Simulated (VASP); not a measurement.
Write the native input for VASP 6.6.1 that does the following.

```
Task                   : single point
Functional             : PBE
Potentials or basis    : VASP PAW PBE potentials, release 64 (Sb)
Cutoff                 : 520 eV
k mesh                 : 18 × 18 × 18
Occupations            : gaussian, width 0.1 eV
Spin                   : no spin polarisation
Dipole correction      : no
Further INCAR settings : ALGO = Normal; EDIFF = 1e-06; NBANDS = 8
```

The structure of Sb lies in POSCAR:

```
Sb
1.0
    3.2099153701      0.0000000000      0.0000000000
    0.0000000000      3.2099153701      0.0000000000
    0.0000000000      0.0000000000      3.2099153701
Sb
1
Direct
    0.0000000000      0.0000000000      0.0000000000
```

This isn't the form of Sb at room conditions, which is rhombohedral.

One way to write it, as run:

INCAR

```
PREC = Accurate
ENCUT = 520
EDIFF = 1E-6
ISMEAR = 0
SIGMA = 0.1
LREAL = False
LASPH = True
NELM = 80
ALGO = Normal
ISIF = 2
LWAVE = False
LCHARG = False
GGA = PE
NBANDS = 8
```

KPOINTS

```
regular mesh
0
Gamma
  18 18 18
```

Potentials or basis: VASP PAW PBE potentials, release 64 (Sb).

Run with:

```console
$ cat potpaw_PBE.64/Sb/POTCAR > POTCAR
$ mpirun -np 1 vasp_std > vasp.out
```

It gave:

* Pressure: -4.2 GPa
* Band gap on the k mesh: zero (an odd number of electrons rules out a gap without spin polarisation)

Caveat: the cell stands under tension; spin-orbit coupling is left out, which moves the levels of the heavy elements; an odd number of electrons without spin polarisation forces a metal; a magnetic or distorted state may lie lower.

Run time: 8.5 s on 1 thread of Intel(R) Xeon(R) 6975P-C (Granite Rapids), with other jobs on the host, peak memory 0.18 GiB.
